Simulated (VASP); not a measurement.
Write the native input for VASP 6.6.1 that does the following.

* Task: relaxation of the atoms
* Functional: LDA
* Potentials or basis: VASP PAW LDA potentials, release 64 (In_d, As)
* Cutoff: 450 eV
* k mesh: 3 × 3 × 3
* Occupations: fermi-dirac, width 0.1 eV
* Spin: no spin polarisation
* Dipole correction: no
* Further INCAR settings: ALGO = Normal; EDIFF = 1e-07; IBRION = 2; EDIFFG = -0.05; NSW = 80

The structure of In3As lies in POSCAR:

```
In3As
1.0
    4.6716810000      0.0000000000      0.0000000000
    0.0000000000      4.6716810000      0.0000000000
    0.0000000000      0.0000000000      4.6716810000
In As
3 1
Direct
    0.0000000000      0.5000000000      0.5000000000
    0.5000000000      0.0000000000      0.5000000000
    0.5000000000      0.5000000000      0.0000000000
    0.0000000000      0.0000000000      0.0000000000
```

These files were run (other wordings do the same):

INCAR

```
PREC = Accurate
ENCUT = 450
EDIFF = 1E-7
ISMEAR = -1
SIGMA = 0.1
LREAL = F
LASPH = T
NELM = 120
ALGO = Normal
ISIF = 2
LWAVE = F
LCHARG = F
IBRION = 2
NSW = 80
EDIFFG = -0.05
GGA_COMPAT = F
NELMIN = 4
```

KPOINTS

```
Automatic mesh
0
Gamma
  3 3 3
```

Potentials or basis: VASP PAW LDA potentials, release 64 (In_d, As).

Command:

```sh
$ cat potpaw_LDA.64/In_d/POTCAR potpaw_LDA.64/As/POTCAR > POTCAR
$ mpirun -np 1 vasp_std > vasp.out
```

It gave:

The pressure after relaxing is -3.7 GPa and the band gap on the k mesh is zero (bands 22 and 23 overlap by 0.47 eV).

Caveat: the k points lie up to 0.45 Å⁻¹ apart; the relaxation stopped at its first step, so nothing moved; semilocal functionals underestimate gaps, so a narrow gap can read as zero; spin-orbit coupling is left out, which moves the levels of the heavy elements.

Run time: 7.5 s on 1 thread of Intel(R) Xeon(R) Platinum 8259CL CPU @ 2.50GHz (Skylake/Cascade Lake), on a shared host, peak memory 0.15 GiB.
